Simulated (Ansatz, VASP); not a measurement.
## NbAs in VASP and in Ansatz

```
CELL_PARAMETERS angstrom
3.61170 0.00000 0.00000
0.00000 3.61170 0.00000
0.00000 0.00000 23.80000
ATOMIC_POSITIONS crystal
Nb 0.00000 0.00000 0.29412
As 0.50000 0.50000 0.29412
```

Alike in both runs: task single point; functional PBE; k mesh 16 × 16 × 1; occupations gaussian, width 0.1 eV; collinear spin.

|  | VASP | Ansatz |
| --- | --- | --- |
| version | VASP 6.6.1 | Ansatz 0.2.0 |
| potentials or method | VASP PAW PBE potentials, release 64 (Nb_sv, As), cutoff 400 eV | scalar-relativistic, plane waves, PAW |
| valence electrons in the cell | 18 | 28 |

VASP gave:

- gap on the k mesh at the Fermi level (eV): none
- net moment per atom (μB): 0.85
- size of the moment on the site where the two differ most (μB): 1.18

Question: Estimate Ansatz's values.

Answer: gap on the k mesh at the Fermi level (eV): none; net moment per atom (μB): 0.85; size of the moment on the site where the two differ most (μB): 1.01.

Site moments also hang on the region over which each program counts them. A gap of «none» marks a metal or a gap that the smearing closes. With one functional, cell and mesh, what is left measures potentials, basis and numerics. VASP's potentials hold 18 valence electrons a cell and Ansatz's 28, so a difference there can come from the potentials and not from the codes. Ansatz's warnings: stability check not made, xc potential rough in thin density.
